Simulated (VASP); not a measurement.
## Tl3Sb2Mo: relaxation of cell and atoms with PBE

The system is Tl3Sb2Mo.

```
Tl Sb Mo
1.0
     3.17051    1.83049    5.22300
    -3.17051    1.83049    5.22300
     0.00000   -3.66099    5.22300
Tl Sb Mo
3 2 1
Cartesian
  -1.5853 0.9152 2.6115
  0.0000 -1.8305 2.6115
  1.5853 0.9152 2.6115
  0.0000 0.0000 5.9186
  0.0000 0.0000 9.7504
  0.0000 0.0000 0.0000
```

The cell was built from a structure type or drawn by symmetry, and may not be a known phase.

| Property | Result |
| --- | --- |
| Program | VASP 6.6.1 |
| Task | relaxation of cell and atoms |
| Functional | PBE |
| Potentials or basis | VASP PAW PBE potentials, release 64 (Tl_d, Sb, Mo_sv) |
| Cutoff | 600 eV |
| k mesh | 3 × 3 × 3 |
| Occupations | gaussian, width 0.1 eV |
| Spin | no spin polarisation |
| Dipole correction | no |
| Further INCAR settings | ALGO = Normal; EDIFF = 1e-06; IBRION = 2; EDIFFG = -0.04; NSW = 90; ISIF = 3 |

The relaxed volume is 26.14 Å³/atom, the relaxed cell is a = 5.831 Å, b = 5.831 Å, c = 5.831 Å, α = 65.47°, β = 65.47°, γ = 65.47° and the space group after relaxing (to 0.1 Å) is R-3m (No. 166). The energy gained by relaxing is 151.6 meV/atom and the ionic steps are 11. The pressure after relaxing is 0.2 GPa, the largest force after relaxing is 0.009 eV/Å and the band gap on the k mesh is zero (an odd number of electrons rules out a gap without spin polarisation).

Forces in eV/Å, atoms in the order of the input:
```
Tl   0.000  0.000  0.000
Tl   0.000  0.000  0.000
Tl   0.000  0.000  0.000
Sb   0.000  0.000  0.009
Sb   0.000  0.000 -0.009
Mo   0.000  0.000  0.000
```

Stress tensor (GPa, compression positive):
```
0.11 0.00 0.00
0.00 0.11 0.00
0.00 0.00 0.24
```

The path:
| step | energy change (eV) | largest force (eV/Å) | pressure (GPa) | volume (Å³) |
| --- | --- | --- | --- | --- |
| 1 | 0.0000 | 0.2887 | -6.68 | 181.87 |
| 2 | -0.8062 | 0.2480 | 1.88 | 150.47 |
| 3 | -0.8183 | 0.2642 | 0.57 | 153.28 |
| 4 | -0.8614 | 0.1109 | 0.47 | 154.12 |
| 5 | -0.8873 | 0.1830 | 0.48 | 155.49 |
| 6 | -0.8914 | 0.1703 | -0.46 | 157.99 |
| 7 | -0.8917 | 0.1733 | -0.27 | 157.44 |
| 8 | -0.8977 | 0.1537 | -0.25 | 157.51 |
| 9 | -0.9079 | 0.0590 | -0.13 | 157.71 |
| 10 | -0.9081 | 0.0438 | -0.11 | 157.74 |
| 11 | -0.9096 | 0.0092 | 0.16 | 156.87 |

Final structure:
```cif
data_structure
_symmetry_space_group_name_H-M 'P 1'
_symmetry_Int_Tables_number 1
_cell_length_a 5.8310
_cell_length_b 5.8310
_cell_length_c 5.8310
_cell_angle_alpha 65.471
_cell_angle_beta 65.471
_cell_angle_gamma 65.471
_cell_volume 156.87
loop_
_atom_site_label
_atom_site_type_symbol
_atom_site_fract_x
_atom_site_fract_y
_atom_site_fract_z
_atom_site_occupancy
Tl1 Tl 0.00000 0.50000 0.00000 1
Tl2 Tl 0.00000 0.00000 0.50000 1
Tl3 Tl 0.50000 0.00000 0.00000 1
Sb1 Sb 0.38064 0.38064 0.38064 1
Sb2 Sb 0.61936 0.61936 0.61936 1
Mo1 Mo 0.00000 0.00000 0.00000 1
```

Levels at points of the mesh, in eV from the Fermi level:
| k point | band 27 | band 28 | band 29 | band 30 | band 31 | band 32 | band 33 | band 34 | band 35 | band 36 |
| --- | --- | --- | --- | --- | --- | --- | --- | --- | --- | --- |
| (0.00, 0.00, 0.00) | -2.82 | -2.48 | -2.09 | -2.09 | -1.45 | 0.05 | 0.51 | 0.51 | 0.71 | 0.71 |

Wall time 18 min on 1 thread of Intel Xeon 8259CL, on a shared host, peak memory 0.45 GiB.

Caveat: the k points lie up to 0.41 Å⁻¹ apart in the final cell, too coarse for converged energies and pressures of a metal; spin-orbit coupling is left out, which moves the levels of the heavy elements.
